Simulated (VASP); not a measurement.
Crystal: BiS.

```
CELL_PARAMETERS angstrom
4.00294 0.00000 0.00000
0.00000 4.00294 0.00000
0.00000 0.00000 4.00294
ATOMIC_POSITIONS crystal
Bi 0.50000 0.50000 0.50000
S 0.00000 0.00000 0.00000
```

* Program: VASP 6.6.1
* Task: relaxation of cell and atoms
* Functional: PBEsol-based screened hybrid with 25 % exact exchange
* Potentials or basis: VASP PAW PBE potentials, release 64 (Bi_d, S)
* Cutoff: 600 eV
* k mesh: 4 × 4 × 4
* Occupations: fermi-dirac, width 0.05 eV
* Spin: no spin polarisation

At the start: pressure -14.6 GPa; volume 32.07 Å³/atom.

Problem. How do energy, volume and symmetry change on relaxing?

Solution. Over 3 steps the energy falls by 672.3 meV/atom and the volume is 21.62 Å³/atom (-32.6 %); space group Pm-3m (No. 221, to 0.1 Å) before and after.

The path:
| step | energy change (eV) | largest force (eV/Å) | pressure (GPa) | volume (Å³) |
| --- | --- | --- | --- | --- |
| 1 | 0.0000 | 0.0000 | -14.59 | 64.14 |
| 2 | -1.3008 | 0.0000 | 6.05 | 40.68 |
| 3 | -1.3446 | 0.0000 | -0.05 | 43.24 |

Final structure:
```yaml
crystal:
  lattice:
    - [3.50988, 0.00000, 0.00000]
    - [0.00000, 3.50988, 0.00000]
    - [0.00000, 0.00000, 3.50988]
  atoms:
    - { symbol: Bi, position: [0.50000, 0.50000, 0.50000] }
    - { symbol: S, position: [0.00000, 0.00000, 0.00000] }
```

Caveat: the k points lie up to 0.45 Å⁻¹ apart in the final cell, too coarse for converged energies and pressures of a metal; the volume moved by over 15 % at a fixed basis, so the end points are rough; the PAW data sets were made with another functional, which shifts forces and pressure a little.
